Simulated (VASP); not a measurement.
# Al2O (I4/mmm) in VASP: notebook

The runs below take Al2O through single point, relaxation of cell and atoms, with PBE.

Everything below comes from runs of VASP 6.6.1. Logs are shortened: lines on timing, memory, paths and dates and some standing lists are left out, and cuts for length are marked.

## Step 1: The cell of the first run

It takes space group I4/mmm (No. 139, tetragonal). Conventional cell: a = 2.804 Å, b = 2.804 Å, c = 9.269 Å, α = 90.00°, β = 90.00°, γ = 90.00°. Within 3.2 Å of Al (site symmetry 4mm) lie 4 O at 2.41 Å and 9 Al at 2.73 to 2.80 Å. Within 3.2 Å of O (site symmetry 4/mmm) lie 8 Al at 2.41 Å and 4 O at 2.80 Å.

## Step 2: Single point, PBE

The input, INCAR:

```
SYSTEM = Al2O
  PREC = Accurate
  ENCUT = 520
  EDIFF = 1E-6
  ISMEAR = 0
  SIGMA = 0.1
  LREAL = .FALSE.
  LASPH = .TRUE.
  NELM = 100
  ALGO = Normal
  ISIF = 2
  LWAVE = .FALSE.
  LCHARG = .FALSE.
  GGA = PE
  NBANDS = 13
```

The input, KPOINTS:

```
Automatic mesh
0
G
  22 22 22
  0 0 0
```

The input, POSCAR:

```
Al2O
1.0
   -1.4020164531      1.4020164531      4.6342759910
    1.4020164531     -1.4020164531      4.6342759910
    1.4020164531      1.4020164531     -4.6342759910
Al O
2 1
Direct
    0.3512816762      0.3512816762      0.0000000000
    0.6487183238      0.6487183238      0.0000000000
    0.0000000000      0.0000000000      0.0000000000
```

Potentials or basis: VASP PAW PBE potentials, release 64 (Al, O).

Run with:

```bash
cat potpaw_PBE.64/Al/POTCAR potpaw_PBE.64/O/POTCAR > POTCAR
mpirun -np 1 vasp_std > vasp.out
```

OUTCAR:

```text
SYSTEM = Al2O
   PREC = Accurate
   ENCUT = 520
   EDIFF = 1E-6
   ISMEAR = 0
   LREAL = .FALSE.
   LASPH = .TRUE.
   NELM = 100
   ISIF = 2
   GGA = PE

 ion  position               nearest neighbor table
   1  0.351  0.351  0.000-   3 2.41   3 2.41   3 2.41   3 2.41   2 2.73   2 2.73   2 2.73   2 2.73
                             2 2.76
   2  0.649  0.649  0.000-   3 2.41   3 2.41   3 2.41   3 2.41   1 2.73   1 2.73   1 2.73   1 2.73
                             1 2.76
   3  0.000  0.000  0.000-   2 2.41   2 2.41   2 2.41   1 2.41   2 2.41   1 2.41   1 2.41   1 2.41

  LATTYP: Found a body centered tetragonal cell.
 ALAT       =     2.8040329062
 C/A-ratio  =     3.3054362385

  Lattice vectors:

 A1 = (  -1.4020164531,   1.4020164531,   4.6342759910)
 A2 = (   1.4020164531,  -1.4020164531,   4.6342759910)
 A3 = (   1.4020164531,   1.4020164531,  -4.6342759910)

Analysis of symmetry for initial positions (statically):
=====================================================================
 Subroutine PRICEL returns:
 Original cell was already a primitive cell.

 Routine SETGRP: Setting up the symmetry group for a
 body centered tetragonal supercell.

 Subroutine GETGRP returns: Found 16 space group operations
 (whereof 16 operations were pure point group operations)
 out of a pool of 16 trial point group operations.

The static configuration has the point symmetry D_4h.

Analysis of symmetry for dynamics (positions and initial velocities):
=====================================================================
 Subroutine PRICEL returns:
 Original cell was already a primitive cell.

 Routine SETGRP: Setting up the symmetry group for a
 body centered tetragonal supercell.

 Subroutine GETGRP returns: Found 16 space group operations
 (whereof 16 operations were pure point group operations)
 out of a pool of 16 trial point group operations.

The dynamic configuration has the point symmetry D_4h.

 Subroutine INISYM returns: Found 16 space group operations
 (whereof 16 operations are pure point group operations),
 and found     1 'primitive' translations

----------------------------------------------------------------------------------------

                                     Primitive cell

  volume of cell :      36.4375

  direct lattice vectors                    reciprocal lattice vectors
    -1.402016453  1.402016453  4.634275991     0.000000000  0.356629196  0.107891718
     1.402016453 -1.402016453  4.634275991     0.356629196  0.000000000  0.107891718
     1.402016453  1.402016453 -4.634275991     0.356629196  0.356629196  0.000000000

  length of vectors
[... 94 lines left out ...]
   PSTRESS=    0.0 pullay stress
   NELECT =      12.0000    total number of electrons
   NUPDOWN=      -1.0000    fix difference up-down
   EMIN   =  10.00;   EMAX   =-10.00  energy-range for DOS
   EFERMI =   0.00;   METHOD = LEGACY
   ISMEAR =     0;   SIGMA  =   0.10  broadening in eV -4-tet -1-fermi 0-gaus
   EFERMI_NEDOS =   21; number of points for ismear=-14 and -15
   IALGO  =     38    algorithm
   IMIX   =      4    mixing-type and parameters
     AMIX     =   0.40;   BMIX     =  1.00
     AMIX_MAG =   1.60;   BMIX_MAG =  1.00
  volume/ion in A,a.u.               =      12.15        81.96
  Fermi-wavevector in a.u.,A,eV,Ry     =   1.130540  2.136411 17.389883  1.278120
  Thomas-Fermi vector in A             =   2.267237
   LORBIT       =      0    0 simple, 1 ext, 2 COOP (PROOUT), +10 PAW based schemes
   GGA     = PE    functional components
   LHFCALC =     F    Hartree Fock is set to
   AEXX    =    0.0000 exact exchange contribution
   IVDW    =     0    specifies the selected vdW correction
   LEPSILON=     F    determine dielectric tensor
   LRPA    =     F    only Hartree local field effects (RPA)
 non-spin polarized calculation
 Gauss-broadening in eV      SIGMA  =   0.10
  energy-cutoff  :      520.00
  volume of cell :       36.44
 maximum number of plane-waves:      1005
 NGX is ok and might be reduce to    40
   NGX = 19   NGY = 19   NGZ = 19

 number of electron      12.0000000 magnetization

 Free energy of the ion-electron system (eV)
  ---------------------------------------------------
  ext. energy  EPLUGINS =         0.00000000
  ---------------------------------------------------
  free energy    TOTEN  =       -14.09726155 eV

  energy without entropy =      -14.09407197  energy(sigma->0) =      -14.09566676

 E-fermi :   9.1458     XC(G=0): -10.9208

 val. band max:        9.1440795241   @ k =  -0.3636  -0.4545   0.1818
 cond. band min:       9.1478875807   @ k =  -0.0909   0.1818   0.0455
 fundamental gap:      0.0038080567
 Fermi energy:         9.1458016329

 k-point     1 :       0.0000    0.0000    0.0000
  band No.  band energies     occupation
      1     -11.3503      2.00000
      2      -0.4497      2.00000
      3       1.1886      2.00000
      4       5.0788      2.00000
      5       5.0788      2.00000
      6       8.3822      2.00000
      7      10.9935      0.00000
      8      15.2822      0.00000
      9      15.7107      0.00000
     10      15.7107      0.00000
     11      16.8326      0.00000
     12      19.9860      0.00000
     13      21.2206      0.00000
[... 354 lines left out ...]
  band No.  band energies     occupation
      1     -10.4726      2.00000
      2      -0.0872      2.00000
      3       2.1511      2.00000
      4       3.7194      2.00000
      5       5.4872      2.00000
      6       6.2924      2.00000
      7       9.9259      0.00000
      8      12.2685      0.00000
      9      14.5135      0.00000
     10      16.1862      0.00000
     11      18.0103      0.00000
     12      19.5384      0.00000
     13      20.6721      0.00000

 [... further k-points ...]
[... 5 lines left out ...]
  --------------------------------------------------------------------------------------
  -------------------------------------------------------------------------------------
  Total       -0.0243969     -0.0243969     -0.0275342      0.0000000     -0.0000000      0.0000000
  in kB       -1.0727449     -1.0727449     -1.2106963      0.0000000     -0.0000000      0.0000000
  external PRESSURE =      -1.1187287 kB  Pullay stress =       0.0000000 kB

 VOLUME and BASIS-vectors are now :
 -----------------------------------------------------------------------------
  energy-cutoff  :      520.00
  volume of cell :       36.44
      direct lattice vectors                 reciprocal lattice vectors
    -1.402016453  1.402016453  4.634275991     0.000000000  0.356629196  0.107891718
     1.402016453 -1.402016453  4.634275991     0.356629196  0.000000000  0.107891718
     1.402016453  1.402016453 -4.634275991     0.356629196  0.356629196  0.000000000

 POSITION                                       TOTAL-FORCE (eV/Angst)
 -----------------------------------------------------------------------------------
      0.00000      0.00000      3.25587        -0.000000     -0.000000      0.004939
      0.00000      0.00000      6.01268         0.000000      0.000000     -0.004939
      0.00000      0.00000      0.00000         0.000000      0.000000      0.000000
 -----------------------------------------------------------------------------------
    total drift:                                0.000000      0.000000     -0.000000

  FREE ENERGIE OF THE ION-ELECTRON SYSTEM (eV)
  ---------------------------------------------------
  free  energy   TOTEN  =       -14.0972615454 eV

  energy  without entropy=      -14.0940719720  energy(sigma->0) =      -14.09566676
```

OSZICAR:

```text
N       E                     dE             d eps       ncg     rms          rms(c)
DAV:   1     0.192196071315E+02    0.19220E+02   -0.50092E+03 21684   0.795E+02
DAV:   2    -0.135768029997E+02   -0.32796E+02   -0.30144E+02 27609   0.125E+02
DAV:   3    -0.151499148707E+02   -0.15731E+01   -0.15625E+01 27347   0.255E+01
DAV:   4    -0.151580442281E+02   -0.81294E-02   -0.81280E-02 25504   0.221E+00
DAV:   5    -0.151581345077E+02   -0.90280E-04   -0.90278E-04 27774   0.249E-01    0.620E+00
DAV:   6    -0.142959204042E+02    0.86221E+00   -0.72170E+00 24634   0.166E+01    0.335E+00
DAV:   7    -0.141273715545E+02    0.16855E+00   -0.72912E-01 26331   0.569E+00    0.126E+00
DAV:   8    -0.140990783421E+02    0.28293E-01   -0.81046E-02 26429   0.189E+00    0.281E-01
DAV:   9    -0.140974549863E+02    0.16234E-02   -0.58443E-03 25704   0.467E-01    0.155E-01
DAV:  10    -0.140972771005E+02    0.17789E-03   -0.10537E-03 26904   0.224E-01    0.472E-02
DAV:  11    -0.140972607249E+02    0.16376E-04   -0.68167E-05 26849   0.595E-02    0.146E-02
DAV:  12    -0.140972615454E+02   -0.82050E-06   -0.60973E-06 25889   0.182E-02
   1 F= -.14097262E+02 E0= -.14095667E+02  d E =-.318957E-02
```

It took 10 min on 1 thread of Intel Xeon Platinum 8488C (Sapphire Rapids), shared host; peak memory 0.51 GiB.

Results:

| Item | Value |
| --- | --- |
| Free energy | -14.0973 eV |
| Pressure | -0.1 GPa |
| Largest force | 0.005 eV/Å |
| Band gap on the k mesh | zero (band 6 reaches 10.38 eV, above the bottom of band 7 at 7.62 eV) |

Forces in eV/Å, atoms in the order of the input:
```
Al   0.000  0.000  0.005
Al   0.000  0.000 -0.005
O    0.000  0.000  0.000
```

Levels at points of the mesh, in eV from the Fermi level:
```tsv
k point	band 2	band 3	band 4	band 5	band 6	band 7	band 8	band 9	band 10	band 11
(0.00, 0.00, 0.00)	-9.60	-7.96	-4.07	-4.07	-0.76	1.85	6.14	6.56	6.56	7.69
(0.50, 0.00, 0.00)	-9.29	-6.98	-5.49	-3.56	-2.80	0.56	3.12	6.13	6.24	9.66
(0.50, 0.50, 0.00)	-7.27	-7.04	-5.24	-2.22	-1.88	-0.82	0.90	1.28	2.84	5.51
(0.50, 0.50, 0.50)	-11.12	-4.09	-4.09	-3.96	-3.80	3.52	5.12	6.93	7.08	7.08
```

## Step 3: Relaxation of cell and atoms, PBE

This run uses another cell than the first one, of 12.21 Å³/atom, 1.006 times its volume.

The input, INCAR:

```
ALGO     = Normal         # electronic algorithm
EDIFF    = 1E-6           # SCF threshold, eV
EDIFFG   = -0.01          # ionic threshold
ENCUT    = 600            # plane-wave cutoff, eV
GGA      = PE             # functional
IBRION   = 2              # ionic algorithm
ISIF     = 3              # what is computed and relaxed
ISMEAR   = 0              # smearing method
LASPH    = T              # aspherical terms in the spheres
LCHARG   = F              # write CHGCAR
LREAL    = F              # projectors in reciprocal space
LWAVE    = F              # write WAVECAR
NELM     = 100            # most SCF steps
NSW      = 100            # ionic steps
PREC     = Accurate       # precision mode
SIGMA    = 0.1            # smearing width, eV
```

The input, KPOINTS:

```
k-points
0
Gamma
  22 22 22
```

The input, POSCAR:

```
Al2O
1.0
   -1.4088045046      1.4088045046      4.6152696161
    1.4088045046     -1.4088045046      4.6152696161
    1.4088045046      1.4088045046     -4.6152696161
Al O
2 1
Direct
    0.3529886792      0.3529886792      0.0000000000
    0.6470113208      0.6470113208      0.0000000000
    0.0000000000      0.0000000000      0.0000000000
```

Potentials or basis: VASP PAW PBE potentials, release 64 (Al, O).

Run with:

```bash
cat potpaw_PBE.64/Al/POTCAR potpaw_PBE.64/O/POTCAR > POTCAR
mpirun -np 1 vasp_std > vasp.out
```

It took 14 min on 1 thread of Intel Xeon Platinum 8488C (Sapphire Rapids), shared host; peak memory 0.55 GiB.

The run converged. Its results:

* Free energy: -14.0994 eV
* Relaxed volume: 12.13 Å³/atom
* Relaxed cell: a = 5.039 Å, b = 5.039 Å, c = 5.039 Å, α = 147.71°, β = 147.71°, γ = 46.31°
* Space group after relaxing (to 0.05 Å): I4/mmm (No. 139)
* Energy gained by relaxing: 2.0 meV/atom
* Ionic steps: 3
* Pressure after relaxing: 0.0 GPa
* Largest force after relaxing: 0.005 eV/Å
* Band gap on the k mesh: zero (band 6 reaches 10.40 eV, above the bottom of band 7 at 7.64 eV)

Forces on the atoms (eV/Å):
```
Al   0.000  0.000 -0.005
Al   0.000  0.000  0.005
O    0.000  0.000  0.000
```

The path:
| step | energy change (eV) | largest force (eV/Å) | pressure (GPa) | volume (Å³) |
| --- | --- | --- | --- | --- |
| 1 | 0.0000 | 0.2528 | -0.50 | 36.64 |
| 2 | -0.0057 | 0.0587 | -0.07 | 36.44 |
| 3 | -0.0059 | 0.0054 | 0.02 | 36.38 |

Final structure:
```yaml
crystal:
  lattice:
    - [-1.40119, 1.40119, 4.63309]
    - [1.40119, -1.40119, 4.63309]
    - [1.40119, 1.40119, -4.63309]
  atoms:
    - { symbol: Al, position: [0.35134, 0.35134, 0.00000] }
    - { symbol: Al, position: [0.64866, 0.64866, 0.00000] }
    - { symbol: O, position: [0.00000, 0.00000, 0.00000] }
```

Levels at points of the mesh, in eV from the Fermi level:
| k point | band 2 | band 3 | band 4 | band 5 | band 6 | band 7 | band 8 | band 9 | band 10 |
| --- | --- | --- | --- | --- | --- | --- | --- | --- | --- |
| (0.00, 0.00, 0.00) | -9.60 | -7.97 | -4.08 | -4.08 | -0.77 | 1.85 | 6.14 | 6.58 | 6.58 |
| (0.50, 0.00, 0.00) | -9.31 | -6.99 | -5.50 | -3.58 | -2.80 | 0.56 | 3.12 | 6.13 | 6.24 |
| (0.50, 0.50, 0.00) | -7.28 | -7.06 | -5.26 | -2.22 | -1.88 | -0.82 | 0.91 | 1.28 | 2.84 |
| (0.50, 0.50, 0.50) | -11.13 | -4.10 | -4.10 | -3.97 | -3.80 | 3.51 | 5.12 | 6.93 | 7.10 |

(Part 1 of 2 ends here.)
